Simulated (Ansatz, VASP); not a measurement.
One calculation of Na2MoH6, two programs

```
Na H Mo
1.0
     3.42823    0.00000    0.00000
     0.00000    3.42823    0.00000
     0.00000    0.00000    8.61403
Na H Mo
2 6 1
Direct
  0.50000 0.50000 0.30251
  0.50000 0.50000 0.69749
  0.50000 0.00000 0.00000
  0.50000 0.00000 0.50000
  0.00000 0.50000 0.00000
  0.00000 0.50000 0.50000
  0.00000 0.00000 0.21253
  0.00000 0.00000 0.78747
  0.00000 0.00000 0.00000
```

Change from the starting cell: ordered vacancies on the cation sites of perovskite (P4/mmm, No. 123).

Alike in both runs: functional PBE; k mesh 12 × 12 × 6; occupations gaussian, width 0.1 eV; no spin polarisation.

Ansatz relaxed the structure, and its values are those at the end. VASP's run is a single point on that final structure, the one shown.

|  | VASP | Ansatz |
| --- | --- | --- |
| version | VASP 6.6.1 | Ansatz 0.2.0 |
| potentials or method | VASP PAW PBE potentials, release 64 (Na_pv, H, Mo_sv), cutoff 520 eV | scalar-relativistic, plane waves, PAW |
| valence electrons in the cell | 34 | 38 |

|  | VASP | Ansatz | Ansatz less VASP |
| --- | --- | --- | --- |
| gap on the k mesh at the Fermi level (eV) | none | none | - |
| pressure (GPa) | -0.1 | 0.0 | +0.06 |
| rms of the force components (eV/Å) | 0.004 | 0.002 | -0.0019 |

A gap of «none» marks a metal or a gap that the smearing closes. The functional is the same, so the differences come from potentials, cutoffs and numerics. VASP's potentials hold 34 valence electrons a cell and Ansatz's 38, so a difference there can come from the potentials and not from the codes.
